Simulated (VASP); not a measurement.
# BaZrO3 (Pm-3m) in VASP: further runs

Runs on BaZrO3. Level: PBE. Tasks: single point.

Program: VASP 6.6.1. These are calculated values, not measurements. Logs are shortened: lines on timing, memory, paths and dates and some standing lists are left out, and cuts for length are marked.

## 1. The cell of the first run

The structure is cubic, space group Pm-3m (No. 221). Conventional cell: a = 4.191 Å, b = 4.191 Å, c = 4.191 Å, α = 90.00°, β = 90.00°, γ = 90.00°. Ba (site symmetry m-3m) has 12 O at 2.96 Å and 8 Zr at 3.63 Å within 3.9 Å. Zr (site symmetry m-3m) has 6 O at 2.10 Å within 2.8 Å. Within 2.8 Å of O (site symmetry 4/mmm) lie 2 Zr at 2.10 Å.

## 2. Single point, PBE

Contents of INCAR:

```
PREC = Accurate
ENCUT = 520
EDIFF = 1E-6
ISMEAR = 0
SIGMA = 0.01
LREAL = False
LASPH = True
NELM = 80
ALGO = Normal
ISIF = 2
LWAVE = False
LCHARG = False
GGA = PE
NBANDS = 28
```

Contents of KPOINTS:

```
regular mesh
0
Gamma
  2 2 2
```

Contents of POSCAR:

```
BaZrO3
1.0
    4.1913400000      0.0000000000      0.0000000000
    0.0000000000      4.1913400000      0.0000000000
    0.0000000000      0.0000000000      4.1913400000
Ba Zr O
1 1 3
Direct
    0.0000000000      0.0000000000      0.0000000000
    0.5000000000      0.5000000000      0.5000000000
    0.0000000000      0.5000000000      0.5000000000
    0.5000000000      0.0000000000      0.5000000000
    0.5000000000      0.5000000000      0.0000000000
```

Potentials or basis: VASP PAW PBE potentials, release 64 (Ba_sv, Zr_sv, O).

Launch:

```console
> cat potpaw_PBE.64/Ba_sv/POTCAR potpaw_PBE.64/Zr_sv/POTCAR potpaw_PBE.64/O/POTCAR > POTCAR
> mpirun -np 1 vasp_std > vasp.out
```

OUTCAR:

```text
PREC = Accurate
   ENCUT = 520
   EDIFF = 1E-6
   ISMEAR = 0
   LREAL = False
   LASPH = True
   NELM = 80
   ISIF = 2
   GGA = PE

 ion  position               nearest neighbor table
   1  0.000  0.000  0.000-   3 2.96   4 2.96   5 2.96   3 2.96   4 2.96   3 2.96   5 2.96   3 2.96
                             4 2.96   5 2.96   4 2.96   5 2.96   2 3.63   2 3.63   2 3.63   2 3.63
   2  0.500  0.500  0.500-   3 2.10   4 2.10   5 2.10   5 2.10   4 2.10   3 2.10   1 3.63   1 3.63
                             1 3.63   1 3.63   1 3.63   1 3.63   1 3.63   1 3.63
   3  0.000  0.500  0.500-   2 2.10   2 2.10   1 2.96   1 2.96   1 2.96   1 2.96
   4  0.500  0.000  0.500-   2 2.10   2 2.10   1 2.96   1 2.96   1 2.96   1 2.96
   5  0.500  0.500  0.000-   2 2.10   2 2.10   1 2.96   1 2.96   1 2.96   1 2.96

  LATTYP: Found a simple cubic cell.
 ALAT       =     4.1913400000

  Lattice vectors:

 A1 = (   4.1913400000,   0.0000000000,   0.0000000000)
 A2 = (   0.0000000000,   4.1913400000,   0.0000000000)
 A3 = (   0.0000000000,   0.0000000000,   4.1913400000)

Analysis of symmetry for initial positions (statically):
=====================================================================
 Subroutine PRICEL returns:
 Original cell was already a primitive cell.

 Routine SETGRP: Setting up the symmetry group for a
 simple cubic supercell.

 Subroutine GETGRP returns: Found 48 space group operations
 (whereof 48 operations were pure point group operations)
 out of a pool of 48 trial point group operations.

The static configuration has the point symmetry O_h .

Analysis of symmetry for dynamics (positions and initial velocities):
=====================================================================
 Subroutine PRICEL returns:
 Original cell was already a primitive cell.

 Routine SETGRP: Setting up the symmetry group for a
 simple cubic supercell.

 Subroutine GETGRP returns: Found 48 space group operations
 (whereof 48 operations were pure point group operations)
 out of a pool of 48 trial point group operations.

The dynamic configuration has the point symmetry O_h .

 Subroutine INISYM returns: Found 48 space group operations
 (whereof 48 operations are pure point group operations),
 and found     1 'primitive' translations

----------------------------------------------------------------------------------------

                                     Primitive cell

  volume of cell :      73.6307

  direct lattice vectors                    reciprocal lattice vectors
     4.191340000  0.000000000  0.000000000     0.238587182  0.000000000  0.000000000
     0.000000000  4.191340000  0.000000000     0.000000000  0.238587182  0.000000000
     0.000000000  0.000000000  4.191340000     0.000000000  0.000000000  0.238587182

  length of vectors
     4.191340000  4.191340000  4.191340000     0.238587182  0.238587182  0.238587182

  position of ions in fractional coordinates (direct lattice)
     0.000000000  0.000000000  0.000000000
     0.500000000  0.500000000  0.500000000
     0.000000000  0.500000000  0.500000000
     0.500000000  0.000000000  0.500000000
     0.500000000  0.500000000  0.000000000

  ion indices of the primitive-cell ions
   primitive index   ion index
                 1           1
                 2           2
                 3           3
                 4           4
                 5           5

----------------------------------------------------------------------------------------

 KPOINTS: regular mesh

Automatic generation of k-mesh.
 Grid dimensions read from file:
 generate k-points for:    2    2    2

 Generating k-lattice:

  Cartesian coordinates                     Fractional coordinates (reciprocal lattice)
     0.119293591  0.000000000  0.000000000     0.500000000  0.000000000  0.000000000
     0.000000000  0.119293591  0.000000000     0.000000000  0.500000000  0.000000000
     0.000000000  0.000000000  0.119293591     0.000000000  0.000000000  0.500000000

  Length of vectors
     0.119293591  0.119293591  0.119293591

  Shift w.r.t. Gamma in fractional coordinates (k-lattice)
     0.000000000  0.000000000  0.000000000

 Subroutine IBZKPT returns following result:
 ===========================================

 Found      4 irreducible k-points:

 Following reciprocal coordinates:
            Coordinates               Weight
  0.000000  0.000000  0.000000      1.000000
  0.500000  0.000000  0.000000      3.000000
  0.500000  0.500000  0.000000      3.000000
  0.500000  0.500000  0.500000      1.000000
   k-points           NKPTS =      4   k-points in BZ     NKDIM =      4   number of bands    NBANDS=     28
   number of dos      NEDOS =    301   number of ions     NIONS =      5
   total plane-waves  NPLWV =  32768
   dimension x,y,z NGX =    32 NGY =   32 NGZ =   32
   dimension x,y,z NGXF=    64 NGYF=   64 NGZF=   64
   ions per type =               1   1   3
   NGX,Y,Z   is equivalent  to a cutoff of  12.69, 12.69, 12.69 a.u.
   NGXF,Y,Z  is equivalent  to a cutoff of  25.39, 25.39, 25.39 a.u.
 SYSTEM =  unknown system
   PREC   = accura    normal or accurate (medium, high low for compatibility)
   ISTART =      0    job   : 0-new  1-cont  2-samecut
   ICHARG =      2    charge: 1-file 2-atom 10-const
   ISPIN  =      1    spin polarized calculation?
   LNONCOLLINEAR =      F non collinear calculations
   LSORBIT =      F    spin-orbit coupling
   LASPH  =      T    aspherical Exc in radial PAW
   ENCUT  =  520.0 eV  38.22 Ry    6.18 a.u.   7.79  7.79  7.79*2*pi/ulx,y,z
   NELM   =     80;   NELMIN=  2; NELMDL= -5     # of ELM steps
   EDIFF  = 0.1E-05   stopping-criterion for ELM
   LREAL  =      F    real-space projection
   EDIFFG = 0.1E-04   stopping-criterion for IOM
   NSW    =      0    number of steps for IOM
   IBRION =     -1    ionic relax: 0-MD 1-quasi-New 2-CG
   NFREE  =      0    steps in history (QN), initial steepest desc. (CG)
   ISIF   =      2    stress and relaxation
   ISYM   =      2    0-nonsym 1-usesym 2-fastsym
   POTIM  = 0.5000    time-step for ionic-motion
   TEBEG  =    0.0;   TEEND  =   0.0 temperature during run
   PSTRESS=    0.0 pullay stress
   NELECT =      40.0000    total number of electrons
   NUPDOWN=      -1.0000    fix difference up-down
   EMIN   =  10.00;   EMAX   =-10.00  energy-range for DOS
   EFERMI =   0.00;   METHOD = LEGACY
   ISMEAR =     0;   SIGMA  =   0.01  broadening in eV -4-tet -1-fermi 0-gaus
   EFERMI_NEDOS =   21; number of points for ismear=-14 and -15
   IALGO  =     38    algorithm
   IMIX   =      4    mixing-type and parameters
     AMIX     =   0.40;   BMIX     =  1.00
     AMIX_MAG =   1.60;   BMIX_MAG =  1.00
  volume/ion in A,a.u.               =      14.73        99.38
  Fermi-wavevector in a.u.,A,eV,Ry     =   1.335802  2.524299 24.277770  1.784366
  Thomas-Fermi vector in A             =   2.464478
   LORBIT       =      0    0 simple, 1 ext, 2 COOP (PROOUT), +10 PAW based schemes
   GGA     = PE    functional components
   LHFCALC =     F    Hartree Fock is set to
   AEXX    =    0.0000 exact exchange contribution
   IVDW    =     0    specifies the selected vdW correction
   LEPSILON=     F    determine dielectric tensor
   LRPA    =     F    only Hartree local field effects (RPA)
 non-spin polarized calculation
 Gauss-broadening in eV      SIGMA  =   0.01
  energy-cutoff  :      520.00
  volume of cell :       73.63
 maximum number of plane-waves:      2000
 NGX is ok and might be reduce to    32
   NGX = 15   NGY = 15   NGZ = 15

 number of electron      40.0000000 magnetization

 Free energy of the ion-electron system (eV)
  ---------------------------------------------------
  ext. energy  EPLUGINS =         0.00000000
  ---------------------------------------------------
  free energy    TOTEN  =       -41.03795683 eV

  energy without entropy =      -41.03795683  energy(sigma->0) =      -41.03795683

 E-fermi :   4.0690     XC(G=0): -10.7697

 val. band max:        3.8940813602   @ k =   0.5000   0.5000   0.5000
 cond. band min:       6.8794139040   @ k =   0.0000   0.0000   0.0000
 fundamental gap:      2.9853325438
 Fermi energy:         4.0689544391

 k-point     1 :       0.0000    0.0000    0.0000
  band No.  band energies     occupation
      1     -43.4556      2.00000
      2     -21.5940      2.00000
      3     -21.5940      2.00000
      4     -21.5940      2.00000
      5     -21.5016      2.00000
      6     -12.4909      2.00000
[... 20 lines left out ...]
     27      11.0987      0.00000
     28      11.0987      0.00000

 k-point     2 :       0.5000    0.0000    0.0000
  band No.  band energies     occupation
      1     -43.4524      2.00000
      2     -21.9288      2.00000
      3     -21.5873      2.00000
      4     -21.5873      2.00000
      5     -21.3384      2.00000
      6     -12.6647      2.00000
[... 20 lines left out ...]
     27      11.1171      0.00000
     28      12.3516      0.00000

 k-point     3 :       0.5000    0.5000    0.0000
  band No.  band energies     occupation
      1     -43.4492      2.00000
      2     -21.8240      2.00000
      3     -21.8240      2.00000
      4     -21.5812      2.00000
      5     -21.4083      2.00000
      6     -12.3316      2.00000
[... 20 lines left out ...]
     27      12.9924      0.00000
     28      12.9925      0.00000

 k-point     4 :       0.5000    0.5000    0.5000
  band No.  band energies     occupation
      1     -43.4459      2.00000
      2     -21.8147      2.00000
      3     -21.8147      2.00000
      4     -21.8147      2.00000
      5     -21.3722      2.00000
      6     -11.2845      2.00000
[... 20 lines left out ...]
     27      12.9596      0.00000
     28      12.9596      0.00000

------------------------ aborting loop because EDIFF is reached ----------------------------------------

  FORCE on cell =-STRESS in cart. coord.  units (eV):
  Direction    XX          YY          ZZ          XY          YZ          ZX
  --------------------------------------------------------------------------------------
  -------------------------------------------------------------------------------------
  Total        3.1604501      3.1604501      3.1604501      0.0000000      0.0000000     -0.0000000
  in kB       68.7702887     68.7702887     68.7702887      0.0000000      0.0000000     -0.0000000
  external PRESSURE =      68.7702887 kB  Pullay stress =       0.0000000 kB

 VOLUME and BASIS-vectors are now :
 -----------------------------------------------------------------------------
  energy-cutoff  :      520.00
  volume of cell :       73.63
      direct lattice vectors                 reciprocal lattice vectors
     4.191340000  0.000000000  0.000000000     0.238587182  0.000000000  0.000000000
     0.000000000  4.191340000  0.000000000     0.000000000  0.238587182  0.000000000
     0.000000000  0.000000000  4.191340000     0.000000000  0.000000000  0.238587182

 POSITION                                       TOTAL-FORCE (eV/Angst)
 -----------------------------------------------------------------------------------
      0.00000      0.00000      0.00000         0.000000      0.000000      0.000000
      2.09567      2.09567      2.09567         0.000000      0.000000      0.000000
      0.00000      2.09567      2.09567         0.000000      0.000000      0.000000
      2.09567      0.00000      2.09567         0.000000      0.000000      0.000000
      2.09567      2.09567      0.00000         0.000000      0.000000      0.000000
 -----------------------------------------------------------------------------------
    total drift:                                0.000000     -0.000000     -0.000000

  FREE ENERGIE OF THE ION-ELECTRON SYSTEM (eV)
  ---------------------------------------------------
  free  energy   TOTEN  =       -41.0379568302 eV

  energy  without entropy=      -41.0379568302  energy(sigma->0) =      -41.03795683
```

It took 9.1 s on 1 thread of Intel Xeon Platinum 8375C at 2.90GHz (Ice Lake), shared host; peak memory 0.18 GiB.

Results:

| Item | Value |
| --- | --- |
| Free energy | -41.0380 eV |
| Pressure | 6.9 GPa |
| Band gap on the k mesh | 2.99 eV, indirect (least direct gap 3.22 eV) |

Levels at points of the mesh, in eV from the valence-band top:
```
           k point  band 16  band 17  band 18  band 19  band 20  band 21  band 22  band 23  band 24  band 25
(0.00, 0.00, 0.00)    -1.00    -1.00    -0.23    -0.23    -0.23     2.99     2.99     2.99     4.57     4.57
(0.50, 0.00, 0.00)    -1.78    -1.78    -1.71    -0.47    -0.47     3.41     5.52     5.52     6.37     6.62
(0.50, 0.50, 0.00)    -2.45    -0.95    -0.95    -0.82    -0.08     5.50     5.50     6.27     6.41     7.61
(0.50, 0.50, 0.50)    -2.60    -2.60     0.00     0.00     0.00     5.90     5.90     5.90     6.79     6.79
```

Caveat: the k points lie up to 0.75 Å⁻¹ apart; spin-orbit coupling is left out, which moves the levels of the heavy elements.

## 3. Single point, PBE

Contents of INCAR:

```
SYSTEM = BaZrO3
PREC     = Accurate       ! precision mode
ENCUT    = 520            ! plane-wave cutoff, eV
EDIFF    = 1E-7           ! SCF threshold, eV
ISMEAR   = 0              ! smearing method
SIGMA    = 0.01           ! smearing width, eV
LREAL    = .False.        ! projectors in reciprocal space
LASPH    = .True.         ! aspherical terms in the spheres
NELM     = 80             ! most SCF steps
ALGO     = Normal         ! electronic algorithm
ISIF     = 2              ! what is computed and relaxed
LWAVE    = .False.        ! write WAVECAR
LCHARG   = .False.        ! write CHGCAR
GGA      = PE             ! functional
NBANDS   = 28             ! bands
```

Contents of KPOINTS:

```
regular mesh
0
Gamma
  4 4 4
  0 0 0
```

POSCAR is that of step 2.

Potentials or basis: VASP PAW PBE potentials, release 64 (Ba_sv, Zr_sv, O).

Launch:

```console
> cat potpaw_PBE.64/Ba_sv/POTCAR potpaw_PBE.64/Zr_sv/POTCAR potpaw_PBE.64/O/POTCAR > POTCAR
> mpirun -np 1 vasp_std > vasp.out
```

It took 20 s on 1 thread of Intel Xeon Platinum 8375C at 2.90GHz (Ice Lake), shared host; peak memory 0.18 GiB.

Results (log left out):

| Quantity | Value |
| --- | --- |
| Free energy | -41.6761 eV |
| Pressure | 5.1 GPa |
| Band gap on the k mesh | 3.18 eV, indirect (least direct gap 3.41 eV) |

Levels at points of the mesh, in eV from the valence-band top:
| k point | band 18 | band 19 | band 20 | band 21 | band 22 | band 23 |
| --- | --- | --- | --- | --- | --- | --- |
| (0.00, 0.00, 0.00) | -0.22 | -0.22 | -0.22 | 3.18 | 3.18 | 3.18 |
| (0.50, 0.00, 0.00) | -1.68 | -0.45 | -0.45 | 3.63 | 5.70 | 5.70 |
| (0.50, 0.50, 0.00) | -0.93 | -0.79 | -0.08 | 5.67 | 5.67 | 6.45 |
| (0.50, 0.50, 0.50) | 0.00 | 0.00 | 0.00 | 5.98 | 5.98 | 5.98 |

Caveat: spin-orbit coupling is left out, which moves the levels of the heavy elements. Expect the measured gap to be larger: semilocal functionals such as PBE lack the derivative discontinuity.

(Part 1 of 2 ends here.)
